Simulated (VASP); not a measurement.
Sb3Au, 4 atoms in the cell. Symmetry: I4/mmm, No. 139, tetragonal system. Conventional cell: a = 6.080 Å, b = 6.080 Å, c = 6.141 Å, α = 90.00°, β = 90.00°, γ = 90.00°. Within 4.0 Å of Sb (site symmetry mmm) lie 4 Sb at 3.04 to 3.07 Å and 2 Au at 3.04 Å. Within 4.0 Å of Sb (site symmetry 4/mmm) lie 4 Sb at 3.04 Å and 2 Au at 3.07 Å. Au (site symmetry 4/mmm) has 6 Sb at 3.04 to 3.07 Å within 4.0 Å.  This cell differs from its parent crystal: zz strain of +1 %.

* Program: VASP 6.6.1
* Task: single point
* Functional: LDA
* Potentials or basis: VASP PAW LDA potentials, release 64 (Sb, Au)
* Cutoff: 520 eV
* k mesh: 10 × 10 × 10
* Occupations: fermi-dirac, width 0.05 eV
* Spin: no spin polarisation
* Dipole correction: no
* Further INCAR settings: ALGO = Normal; EDIFF = 1e-07; NBANDS = 21

Potentials or basis: VASP PAW LDA potentials, release 64 (Sb, Au).

The run is started by

```bash
$ cat potpaw_LDA.64/Sb/POTCAR potpaw_LDA.64/Au/POTCAR > POTCAR
$ mpirun -np 1 vasp_std > vasp.out
```

Hardware: 1 thread of AMD EPYC 9R45 96-Core Processor (Zen 5), with other jobs on the host.

How long does it take, and how much memory?

Run time: 97 s on 1 thread of AMD EPYC 9R45 96-Core Processor (Zen 5), on a shared host, peak memory 0.33 GiB. Counts: scf iterations 14, k points 102.
